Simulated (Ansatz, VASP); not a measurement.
Two plane-wave programs on HfO2

```
Hf O
1.0
     0.00000    2.52917    2.52917
     2.52917    0.00000    2.52917
     2.52917    2.52917    0.00000
Hf O
1 2
Direct
  0.00000 0.00000 0.00000
  0.25000 0.25000 0.25000
  0.75000 0.75000 0.75000
```

Alike in both runs: functional r2SCAN; k mesh 6 × 6 × 6; no spin polarisation.

Ansatz relaxed the structure, and its values are those at the end. VASP's run is a single point on that final structure, the one shown.

|  | VASP | Ansatz |
| --- | --- | --- |
| version | VASP 6.6.1 | Ansatz 0.2.0 |
| potentials or method | VASP PAW PBE potentials, release 64 (Hf_pv, O) | plane waves, PAW |
| plane-wave cutoff (eV) | 520 | 500 |
| occupations | gaussian, width 0.01 eV | fixed |
| valence electrons in the cell | 22 | 38 |

|  | VASP | Ansatz | Ansatz less VASP |
| --- | --- | --- | --- |
| pressure (GPa) | -4.0 | 0.0 | +3.99 |

VASP's potentials were made for PBE, not for r2SCAN. One of these differences is far larger than is usual between the two programs; its cause wasn't traced. VASP's potentials hold 22 valence electrons a cell and Ansatz's 38, so a difference there can come from the potentials and not from the codes.

Neither program's run includes spin-orbit coupling.
